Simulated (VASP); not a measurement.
# Ti4C in VASP: single point with LDA

Aim: the single point of Ti4C with LDA.

Program: VASP 6.6.1. These are calculated values, not measurements. Logs are shortened: lines on timing, memory, paths and dates and some standing lists are left out, and cuts for length are marked.

## 1. The cell of the first run

The cell holds a slab with vacuum, 5 atoms: a = 2.864 Å, b = 2.864 Å, c = 23.741 Å, α = 90.00°, β = 90.00°, γ = 120.00°.

## 2. Single point, LDA, collinear spin

Input file INCAR:

```
ALGO = Normal
DIPOL = 0.5 0.5 0.365
EDIFF = 1E-6
ENCUT = 520
IDIPOL = 3
ISIF = 2
ISMEAR = 0
ISPIN = 2
LASPH = True
LCHARG = False
LDIPOL = True
LMAXMIX = 4
LORBIT = 11
LREAL = False
LWAVE = False
MAGMOM = 0 0 0 0 2
NBANDS = 38
NELM = 150
PREC = Accurate
SIGMA = 0.1
```

Input file KPOINTS:

```
k-points
0
Gamma
  9 9 1
```

Input file POSCAR:

```
Ti4C
1.0
    2.8641158420      0.0000000000      0.0000000000
   -1.4320579210      2.4803970786      0.0000000000
    0.0000000000      0.0000000000     23.7412386371
Ti C
4 1
Direct
    0.6666666667      0.3333333333      0.1684832060
    0.3333333333      0.6666666667      0.2640000202
    0.6666666667      0.3333333333      0.3633628936
    0.3333333333      0.6666666667      0.4524295805
    0.5555555556      0.4444444444      0.5750011129
```

Potentials or basis: VASP PAW LDA potentials, release 64 (Ti_sv, C).

The run is started by

```
$ cat potpaw_LDA.64/Ti_sv/POTCAR potpaw_LDA.64/C/POTCAR > POTCAR
$ mpirun -np 1 vasp_std > vasp.out
```

OUTCAR:

```text
EDIFF = 1E-6
   ENCUT = 520
   ISIF = 2
   ISMEAR = 0
   ISPIN = 2
   LASPH = True
   LORBIT = 11
   LREAL = False
   NELM = 150
   PREC = Accurate

 ion  position               nearest neighbor table
   1  0.667  0.333  0.168-   2 2.81   2 2.81   2 2.81
   2  0.333  0.667  0.264-   1 2.81   1 2.81   1 2.81   3 2.88   3 2.88   3 2.88
   3  0.667  0.333  0.363-   4 2.68   4 2.68   4 2.68   2 2.88   2 2.88   2 2.88
   4  0.333  0.667  0.452-   3 2.68   3 2.68   3 2.68
   5  0.556  0.444  0.575-

  LATTYP: Found a hexagonal cell.
 ALAT       =     2.8641158420
 C/A-ratio  =     8.2892033517

  Lattice vectors:

 A1 = (   2.8641158420,   0.0000000000,   0.0000000000)
 A2 = (  -1.4320579210,   2.4803970786,   0.0000000000)
 A3 = (   0.0000000000,   0.0000000000,  23.7412386371)

Analysis of symmetry for initial positions (statically):
=====================================================================
 Subroutine PRICEL returns:
 Original cell was already a primitive cell.

 Routine SETGRP: Setting up the symmetry group for a
 hexagonal supercell.

 Subroutine GETGRP returns: Found  2 space group operations
 (whereof  2 operations were pure point group operations)
 out of a pool of 24 trial point group operations.

The static configuration has the point symmetry C_1h.

Analysis of symmetry for dynamics (positions and initial velocities):
=====================================================================
 Subroutine PRICEL returns:
 Original cell was already a primitive cell.

 Routine SETGRP: Setting up the symmetry group for a
 hexagonal supercell.

 Subroutine GETGRP returns: Found  2 space group operations
 (whereof  2 operations were pure point group operations)
 out of a pool of 24 trial point group operations.

The dynamic configuration has the point symmetry C_1h.

Analysis of structural, dynamic, and magnetic symmetry:
=====================================================================
 Subroutine PRICEL returns:
 Original cell was already a primitive cell.

 Routine SETGRP: Setting up the symmetry group for a
 hexagonal supercell.

 Subroutine GETGRP returns: Found  2 space group operations
 (whereof  2 operations were pure point group operations)
 out of a pool of 24 trial point group operations.

The overall configuration has the point symmetry C_1h.

 Subroutine INISYM returns: Found  2 space group operations
 (whereof  2 operations are pure point group operations),
 and found     1 'primitive' translations

----------------------------------------------------------------------------------------

                                     Primitive cell

  volume of cell :     168.6612

  direct lattice vectors                    reciprocal lattice vectors
     2.864115842  0.000000000  0.000000000     0.349147889  0.201580628  0.000000000
    -1.432057921  2.480397079  0.000000000     0.000000000  0.403161255  0.000000000
     0.000000000  0.000000000 23.741238637     0.000000000  0.000000000  0.042120802

  length of vectors
     2.864115842  2.864115842 23.741238637     0.403161255  0.403161255  0.042120802

  position of ions in fractional coordinates (direct lattice)
     0.666666667  0.333333333  0.168483206
     0.333333333  0.666666667  0.264000020
     0.666666667  0.333333333  0.363362894
     0.333333333  0.666666667  0.452429581
     0.555555556  0.444444444  0.575001113

  ion indices of the primitive-cell ions
   primitive index   ion index
                 1           1
                 2           2
                 3           3
                 4           4
                 5           5

----------------------------------------------------------------------------------------

 KPOINTS: k-points

Automatic generation of k-mesh.
[... 27 lines left out ...]
 -0.222222  0.222222  0.000000      2.000000
  0.333333 -0.000000  0.000000      4.000000
[... 16 lines left out ...]
 -0.222222 -0.444444  0.000000      4.000000
  0.444444  0.333333  0.000000      4.000000
   k-points           NKPTS =     25   k-points in BZ     NKDIM =     25   number of bands    NBANDS=     38
   number of dos      NEDOS =    301   number of ions     NIONS =      5
   total plane-waves  NPLWV = 103680
   dimension x,y,z NGX =    24 NGY =   24 NGZ =  180
   dimension x,y,z NGXF=    48 NGYF=   48 NGZF=  360
   ions per type =               4   1
   NGX,Y,Z   is equivalent  to a cutoff of  13.93, 13.93, 12.60 a.u.
   NGXF,Y,Z  is equivalent  to a cutoff of  27.86, 27.86, 25.21 a.u.
 SYSTEM =  unknown system
   PREC   = accura    normal or accurate (medium, high low for compatibility)
   ISTART =      0    job   : 0-new  1-cont  2-samecut
   ICHARG =      2    charge: 1-file 2-atom 10-const
   ISPIN  =      2    spin polarized calculation?
   LNONCOLLINEAR =      F non collinear calculations
   LSORBIT =      F    spin-orbit coupling
   LASPH  =      T    aspherical Exc in radial PAW
   ENCUT  =  520.0 eV  38.22 Ry    6.18 a.u.   5.33  5.33 44.14*2*pi/ulx,y,z
   NELM   =    150;   NELMIN=  2; NELMDL= -5     # of ELM steps
   EDIFF  = 0.1E-05   stopping-criterion for ELM
   LREAL  =      F    real-space projection
   EDIFFG = 0.1E-04   stopping-criterion for IOM
   NSW    =      0    number of steps for IOM
   IBRION =     -1    ionic relax: 0-MD 1-quasi-New 2-CG
   NFREE  =      0    steps in history (QN), initial steepest desc. (CG)
   ISIF   =      2    stress and relaxation
   ISYM   =      2    0-nonsym 1-usesym 2-fastsym
   POTIM  = 0.5000    time-step for ionic-motion
   TEBEG  =    0.0;   TEEND  =   0.0 temperature during run
   PSTRESS=    0.0 pullay stress
   NELECT =      52.0000    total number of electrons
   NUPDOWN=      -1.0000    fix difference up-down
   EMIN   =  10.00;   EMAX   =-10.00  energy-range for DOS
   EFERMI =   0.00;   METHOD = LEGACY
   ISMEAR =     0;   SIGMA  =   0.10  broadening in eV -4-tet -1-fermi 0-gaus
   EFERMI_NEDOS =   21; number of points for ismear=-14 and -15
   IALGO  =     38    algorithm
   IMIX   =      4    mixing-type and parameters
     AMIX     =   0.40;   BMIX     =  1.00
     AMIX_MAG =   1.60;   BMIX_MAG =  1.00
  volume/ion in A,a.u.               =      33.73       227.64
  Fermi-wavevector in a.u.,A,eV,Ry     =   1.105955  2.089952 16.641790  1.223137
  Thomas-Fermi vector in A             =   2.242450
   LORBIT       =     11    0 simple, 1 ext, 2 COOP (PROOUT), +10 PAW based schemes
   GGA     = CA    functional components
   LHFCALC =     F    Hartree Fock is set to
   AEXX    =    0.0000 exact exchange contribution
   IVDW    =     0    specifies the selected vdW correction
   LEPSILON=     F    determine dielectric tensor
   LRPA    =     F    only Hartree local field effects (RPA)
 spin polarized calculation
 Gauss-broadening in eV      SIGMA  =   0.10
  energy-cutoff  :      520.00
  volume of cell :      168.66
 maximum number of plane-waves:      4577
 NGX is ok and might be reduce to    24
   NGX = 11   NGY = 11   NGZ = 89

 dipolmoment           0.000000      0.000000     -0.082013 electrons x Angstroem

 number of electron      52.0000003 magnetization       0.1200623

 number of electron      52.0000003 magnetization      -0.2254814

 dipolmoment           0.000000      0.000000      0.077467 electrons x Angstroem

 Free energy of the ion-electron system (eV)
  ---------------------------------------------------
  ext. energy  EPLUGINS =         0.00000000
  ---------------------------------------------------
  free energy    TOTEN  =       -36.15325891 eV

  energy without entropy =      -36.11228156  energy(sigma->0) =      -36.13277024

 E-fermi :   0.5888     XC(G=0):  -6.4102

 val. band max:        0.5875623602   @ k =   0.2222   0.1111   0.0000
 cond. band min:       0.5907416617   @ k =  -0.1111   0.3333   0.0000
 fundamental gap:      0.0031793015
 Fermi energy:         0.5887956763

 spin component 1

 k-point     1 :       0.0000    0.0000    0.0000
  band No.  band energies     occupation
      1     -55.6262      1.00000
      2     -55.5004      1.00000
      3     -55.3302      1.00000
      4     -55.2488      1.00000
      5     -32.5473      1.00000
      6     -32.3517      1.00000
[... 973 lines left out ...]
     37       3.5409      0.00000
     38       3.7500      0.00000

 [... further k-points ...]

 spin component 2

 k-point     1 :       0.0000    0.0000    0.0000
  band No.  band energies     occupation
      1     -55.6406      1.00000
      2     -55.6316      1.00000
      3     -55.3406      1.00000
      4     -55.2603      1.00000
      5     -32.5612      1.00000
      6     -32.4412      1.00000
[... 973 lines left out ...]
     37       3.5388      0.00000
     38       3.7149      0.00000

 [... further k-points ...]

------------------------ aborting loop because EDIFF is reached ----------------------------------------

 vacuum level on the upper side and lower side of the slab       (xc-potential included)         0.693        -1.094

  FORCE on cell =-STRESS in cart. coord.  units (eV):
  Direction    XX          YY          ZZ          XY          YZ          ZX
  --------------------------------------------------------------------------------------
  -------------------------------------------------------------------------------------
  Total       -4.6421206     -4.8907869     -5.2981392     -0.2153514     -0.0444901      0.0770590
  in kB      -44.0972836    -46.4594605    -50.3290562     -2.0457053     -0.4226286      0.7320133
  external PRESSURE =     -46.9619334 kB  Pullay stress =       0.0000000 kB

 VOLUME and BASIS-vectors are now :
 -----------------------------------------------------------------------------
  energy-cutoff  :      520.00
  volume of cell :      168.66
      direct lattice vectors                 reciprocal lattice vectors
     2.864115842  0.000000000  0.000000000     0.349147889  0.201580628  0.000000000
    -1.432057921  2.480397079  0.000000000     0.000000000  0.403161255  0.000000000
     0.000000000  0.000000000 23.741238637     0.000000000  0.000000000  0.042120802

 POSITION                                       TOTAL-FORCE (eV/Angst)
 -----------------------------------------------------------------------------------
      1.43206      0.82680      4.00000        -0.000575      0.000332      0.571098
     -0.00000      1.65360      6.26769         0.011445     -0.006608     -0.470800
      1.43206      0.82680      8.62669        -0.005712      0.003298     -0.424959
     -0.00000      1.65360     10.74124        -0.043987      0.025396      1.842635
      0.95471      1.10240     13.65124         0.038829     -0.022418     -1.517973
 -----------------------------------------------------------------------------------
    total drift:                               -0.000034      0.000019      0.002494

  FREE ENERGIE OF THE ION-ELECTRON SYSTEM (eV)
  ---------------------------------------------------
  free  energy   TOTEN  =       -36.1532589086 eV

  energy  without entropy=      -36.1122815645  energy(sigma->0) =      -36.13277024

 vacuum level on the upper side and lower side of the slab         6.997         5.238

 total charge

# of ion       s       p       d       tot
------------------------------------------
    1        2.267   6.068   1.955  10.291
    2        2.263   6.128   1.953  10.344
    3        2.273   6.143   1.979  10.394
    4        2.260   6.092   1.949  10.301
    5        1.048   0.866   0.000   1.914
--------------------------------------------------
tot         10.111  25.297   7.837  43.245

 magnetization (x)

# of ion       s       p       d       tot
------------------------------------------
    1       -0.003  -0.014  -0.159  -0.176
    2        0.000  -0.001  -0.002  -0.004
    3       -0.000  -0.001  -0.015  -0.016
    4       -0.001   0.000  -0.006  -0.006
    5        0.004   0.044   0.000   0.048
--------------------------------------------------
tot          0.000   0.028  -0.182  -0.154
```

It took 12 min on 1 thread of Intel Xeon Platinum 8259CL at 2.50GHz (Skylake/Cascade Lake), shared host; peak memory 0.41 GiB.

Results:

```
Free energy                                           : -36.1533 eV
Largest force                                         : 1.843 eV/Å
Net moment                                            : -0.23 μB per cell
Site moments                                          : Ti -0.18, -0.00, -0.02, -0.01; C +0.05 μB
Valence electrons inside the program's atomic spheres : Ti 10.29, 10.34, 10.39, 10.30; C 1.91
```

Forces in eV/Å, atoms in the order of the input:
```
Ti  -0.001  0.000  0.571
Ti   0.011 -0.007 -0.471
Ti  -0.006  0.003 -0.425
Ti  -0.044  0.025  1.843
C    0.039 -0.022 -1.518
```

Levels at points of the mesh, in eV from the Fermi level:
Spin up:
```
           k point  band 24  band 25  band 26  band 27  band 28  band 29
(0.00, 0.00, 0.00)     0.39     0.58     0.61     0.61     0.72     0.72
```
Spin down:
| k point | band 23 | band 24 | band 25 | band 26 | band 27 | band 28 | band 29 | band 30 |
| --- | --- | --- | --- | --- | --- | --- | --- | --- |
| (0.00, 0.00, 0.00) | -0.28 | 0.35 | 0.51 | 0.60 | 0.60 | 0.70 | 0.70 | 0.77 |
